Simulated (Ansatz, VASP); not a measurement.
Two plane-wave programs on SrMg26O27

```xyz
54
Lattice="0.0000 6.3255 6.3255 6.3255 0.0000 6.3255 6.3255 6.3255 0.0000" Properties=species:S:1:pos:R:3 pbc="T T T"
Sr    0.0000    0.0000    0.0000
Mg    2.1386    2.1386    0.0000
Mg    4.1869    4.1869    0.0000
Mg    2.1386    0.0000    2.1386
Mg    4.2207    2.1048    2.1048
Mg    6.3255    4.1869    2.1386
Mg    4.1869    0.0000    4.1869
Mg    6.3255    2.1386    4.1869
Mg    8.4303    4.2207    4.2207
Mg    0.0000    2.1386    2.1386
Mg    2.1048    4.2207    2.1048
Mg    4.1869    6.3255    2.1386
Mg    2.1048    2.1048    4.2207
Mg    4.2207    4.2207    4.2207
Mg    6.3255    6.3255    4.2443
Mg    4.1869    2.1386    6.3255
Mg    6.3255    4.2443    6.3255
Mg    8.4067    6.3255    6.3255
Mg    0.0000    4.1869    4.1869
Mg    2.1386    6.3255    4.1869
Mg    4.2207    8.4303    4.2207
Mg    2.1386    4.1869    6.3255
Mg    4.2443    6.3255    6.3255
Mg    6.3255    8.4067    6.3255
Mg    4.2207    4.2207    8.4303
Mg    6.3255    6.3255    8.4067
Mg    8.4303    8.4303    8.4303
O     2.1078    2.1078    2.1078
O     4.2177    4.2177    2.1078
O     6.3255    6.3255    2.2785
O     4.2177    2.1078    4.2177
O     6.3255    4.2161    4.2161
O     8.4349    6.3255    4.2161
O     6.3255    2.2785    6.3255
O     8.4349    4.2161    6.3255
O    10.3725    6.3255    6.3255
O     2.1078    4.2177    4.2177
O     4.2161    6.3255    4.2161
O     6.3255    8.4349    4.2161
O     4.2161    4.2161    6.3255
O     6.3255    6.3255    6.3255
O     8.4349    8.4349    6.3255
O     6.3255    4.2161    8.4349
O     8.4349    6.3255    8.4349
O    10.5432    8.4333    8.4333
O     2.2785    6.3255    6.3255
O     4.2161    8.4349    6.3255
O     6.3255   10.3725    6.3255
O     4.2161    6.3255    8.4349
O     6.3255    8.4349    8.4349
O     8.4333   10.5432    8.4333
O     6.3255    6.3255   10.3725
O     8.4333    8.4333   10.5432
O    10.5432   10.5432   10.5432
```

Alike in both runs: functional PBE; k mesh 3 × 3 × 3; occupations fermi-dirac, width 0.01 eV; no spin polarisation.

Ansatz relaxed the structure, and its values are those at the end. VASP's run is a single point on that final structure, the one shown.

|  | VASP | Ansatz |
| --- | --- | --- |
| version | VASP 6.6.1 | Ansatz 0.2.0 |
| potentials or method | VASP PAW PBE potentials, release 64 (Sr_sv, Mg, O) | plane-wave PAW, scalar-relativistic |
| plane-wave cutoff (eV) | 520 | 420 |
| valence electrons in the cell | 224 | 432 |

Ansatz gave:

```
gap on the k mesh at the Fermi level (eV) : 4.75
pressure (GPa)                            : 9.6
rms of the force components (eV/Å)        : 0.011
```

Estimate VASP's values.

gap on the k mesh at the Fermi level (eV): 4.73; pressure (GPa): 9.1; rms of the force components (eV/Å): 0.022.

VASP's potentials hold 224 valence electrons a cell and Ansatz's 432, so a difference there can come from the potentials and not from the codes. Ansatz's warnings: stress scf threshold loose.
